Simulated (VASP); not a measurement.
# Pt (Fm-3m) in VASP: a series of runs, part 2 of 2

VASP 6.6.1. Earlier steps stand in the parts before.

## 3. Relaxation of cell and atoms, PBEsol, target pressure 45 GPa, at which the enthalpy is minimised

Contents of INCAR:

```
  PREC = Accurate
  ENCUT = 500
  EDIFF = 1E-7
  ISMEAR = -1
  SIGMA = 0.1
  LREAL = F
  LASPH = T
  NELM = 120
  ALGO = Normal
  ISIF = 3
  LWAVE = F
  LCHARG = F
  GGA = PS
  IBRION = 2
  NSW = 80
  EDIFFG = -0.03
  PSTRESS = 450.0
  GGA_COMPAT = F
  NELMIN = 4
```

Contents of KPOINTS:

```
Automatic mesh
0
Gamma
  19 19 19
```

Contents of POSCAR:

```
Pt
1.0
    0.0000000000      1.9609000000      1.9609000000
    1.9609000000      0.0000000000      1.9609000000
    1.9609000000      1.9609000000      0.0000000000
Pt
1
Direct
    0.0000000000      0.0000000000      0.0000000000
```

Potentials or basis: VASP PAW PBE potentials, release 64 (Pt).

Launch:

```
$ cat potpaw_PBE.64/Pt/POTCAR > POTCAR
$ mpirun -np 1 vasp_std > vasp.out
```

OUTCAR:

```text
PREC = Accurate
   ENCUT = 500
   EDIFF = 1E-7
   ISMEAR = -1
   LREAL = F
   LASPH = T
   NELM = 120
   ISIF = 3
   GGA = PS
   IBRION = 2
   NSW = 80
   EDIFFG = -0.03
   PSTRESS = 450.0
   NELMIN = 4

 ion  position               nearest neighbor table
   1  0.000  0.000  0.000-

  LATTYP: Found a face centered cubic cell.
 ALAT       =     3.9218000000

  Lattice vectors:

 A1 = (   0.0000000000,   1.9609000000,   1.9609000000)
 A2 = (   1.9609000000,   0.0000000000,   1.9609000000)
 A3 = (   1.9609000000,   1.9609000000,   0.0000000000)

Analysis of symmetry for initial positions (statically):
=====================================================================
 Subroutine PRICEL returns:
 Original cell was already a primitive cell.

 Routine SETGRP: Setting up the symmetry group for a
 face centered cubic supercell.

 Subroutine GETGRP returns: Found 48 space group operations
 (whereof 48 operations were pure point group operations)
 out of a pool of 48 trial point group operations.

The static configuration has the point symmetry O_h .

Analysis of symmetry for dynamics (positions and initial velocities):
=====================================================================
 Subroutine PRICEL returns:
 Original cell was already a primitive cell.

 Routine SETGRP: Setting up the symmetry group for a
 face centered cubic supercell.

 Subroutine GETGRP returns: Found 48 space group operations
 (whereof 48 operations were pure point group operations)
 out of a pool of 48 trial point group operations.

The dynamic configuration has the point symmetry O_h .

 Subroutine INISYM returns: Found 48 space group operations
 (whereof 48 operations are pure point group operations),
 and found     1 'primitive' translations

----------------------------------------------------------------------------------------

                                     Primitive cell

[... 119 lines left out ...]
 conjugate gradient relaxation of ions
 non-spin polarized calculation
  energy-cutoff  :      500.00
  volume of cell :       15.08
 maximum number of plane-waves:       391
   NGX = 11   NGY = 11   NGZ = 11

--------------------------------------- Ionic step        1  -------------------------------------------

 number of electron      10.0000001 magnetization

 Free energy of the ion-electron system (eV)
  ---------------------------------------------------
  ext. energy  EPLUGINS =         0.00000000
  ---------------------------------------------------
  free energy    TOTEN  =        -6.99402621 eV

  energy without entropy =       -6.93972390  energy(sigma->0) =       -6.96687505

------------------------ aborting loop because EDIFF is reached ----------------------------------------

  FORCE on cell =-STRESS in cart. coord.  units (eV):
  Direction    XX          YY          ZZ          XY          YZ          ZX
  --------------------------------------------------------------------------------------
  -------------------------------------------------------------------------------------
  Total       -0.0813719     -0.0813719     -0.0813719     -0.0000000      0.0000000      0.0000000
  in kB       -8.6454701     -8.6454701     -8.6454701     -0.0000000      0.0000000      0.0000000
  external PRESSURE =    -458.6454701 kB  Pullay stress =     450.0000000 kB
[... 135 lines left out ...]
--------------------------------------- Ionic step        5  -------------------------------------------

 number of electron      10.0000001 magnetization

 Free energy of the ion-electron system (eV)
  ---------------------------------------------------
  ext. energy  EPLUGINS =         0.00000000
  ---------------------------------------------------
  free energy    TOTEN  =        -6.78923846 eV

  energy without entropy =       -6.74306046  energy(sigma->0) =       -6.76614946

 E-fermi :  13.5479     XC(G=0): -14.3376

 val. band max:       13.5338115540   @ k =  -0.3684   0.3684   0.1579
 cond. band min:      13.5513193956   @ k =   0.4211   0.1579   0.0000
 fundamental gap:      0.0175078416
 Fermi energy:        13.5478523693

 k-point     1 :       0.0000    0.0000    0.0000
  band No.  band energies     occupation
      1       1.8287      2.00000
      2       8.9309      2.00000
      3       8.9309      2.00000
      4       8.9309      2.00000
      5      11.5751      2.00000
      6      11.5751      2.00000
      7      27.7318      0.00000
      8      33.3797      0.00000
      9      33.3797      0.00000
[... 265 lines left out ...]
 k-point    24 :      -0.2632    0.0526    0.0000
  band No.  band energies     occupation
      1       4.5003      2.00000
      2       8.5786      2.00000
      3       9.3026      2.00000
      4       9.3854      2.00000
      5      11.6413      2.00000
      6      12.4853      1.99995
      7      26.4682      0.00000
      8      30.0132      0.00000
      9      35.8279      0.00000

 [... further k-points ...]

------------------------ aborting loop because EDIFF is reached ----------------------------------------

  FORCE on cell =-STRESS in cart. coord.  units (eV):
  Direction    XX          YY          ZZ          XY          YZ          ZX
  --------------------------------------------------------------------------------------
  -------------------------------------------------------------------------------------
  Total        3.7861559      3.7861559      3.7861559      0.0000000      0.0000000     -0.0000000
  in kB      452.8564543    452.8564543    452.8564543      0.0000000      0.0000000     -0.0000000
  external PRESSURE =       2.8564543 kB  Pullay stress =     450.0000000 kB
[... 20 lines left out ...]
  energy  without entropy=       -6.7430604636  energy(sigma->0) =       -6.76614946

  enthalpy is  TOTEN    =        -3.0269642136 eV   P V=        3.7622742456

 reached required accuracy - stopping structural energy minimisation
```

CONTCAR:

```text
Pt
   1.00000000000000
    -0.0000000000000000    1.8849775155275019    1.8849775155275019
     1.8849775155275019    0.0000000000000000    1.8849775155275019
     1.8849775155275019    1.8849775155275019    0.0000000000000000
  Pt
     1
Direct
     0.0000000000000000    0.0000000000000000    0.0000000000000000

  0.00000000E+00  0.00000000E+00  0.00000000E+00
```

It took 47 s on 1 thread of Intel Xeon Platinum 8559C (Emerald Rapids), shared host; peak memory 0.16 GiB.

What came out:

| Quantity | Value |
| --- | --- |
| Free energy | -6.7892 eV |
| Relaxed volume | 13.40 Å³/atom |
| Relaxed cell | a = 2.666 Å, b = 2.666 Å, c = 2.666 Å, α = 60.00°, β = 60.00°, γ = 60.00° |
| Space group after relaxing (to 0.1 Å) | Fm-3m (No. 225) |
| Energy change on relaxing (the run minimises the enthalpy) | +204.8 meV/atom |
| Ionic steps | 5 |
| Pressure after relaxing | 45.3 GPa |
| Band gap on the k mesh | zero (bands 5 and 6 overlap by 2.72 eV) |

The path:
| step | energy change (eV) | largest force (eV/Å) | pressure (GPa) | volume (Å³) |
| --- | --- | --- | --- | --- |
| 1 | 0.0000 | 0.0000 | -0.86 | 15.08 |
| 2 | 14.1071 | 0.0000 | 1172.68 | 7.48 |
| 3 | 0.1072 | 0.0000 | 30.74 | 13.81 |
| 4 | 0.1436 | 0.0000 | 36.54 | 13.64 |
| 5 | 0.2048 | 0.0000 | 45.29 | 13.40 |

Final structure:
```cif
data_structure
_symmetry_space_group_name_H-M 'P 1'
_symmetry_Int_Tables_number 1
_cell_length_a 2.6658
_cell_length_b 2.6658
_cell_length_c 2.6658
_cell_angle_alpha 60.000
_cell_angle_beta 60.000
_cell_angle_gamma 60.000
_cell_volume 13.40
loop_
_atom_site_label
_atom_site_type_symbol
_atom_site_fract_x
_atom_site_fract_y
_atom_site_fract_z
_atom_site_occupancy
Pt1 Pt 0.00000 0.00000 0.00000 1
```

Levels at points of the mesh, in eV from the Fermi level:
| k point | band 1 | band 2 | band 3 | band 4 | band 5 | band 6 | band 7 | band 8 | band 9 |
| --- | --- | --- | --- | --- | --- | --- | --- | --- | --- |
| (0.00, 0.00, 0.00) | -11.72 | -4.62 | -4.62 | -4.62 | -1.97 | -1.97 | 14.18 | 19.83 | 19.83 |

Caveat: the cell is relaxed towards a set pressure, so the run minimises the enthalpy, not the energy; the PAW data sets were made with another functional, which shifts forces and pressure a little; spin-orbit coupling is left out, which moves the levels of the heavy elements.
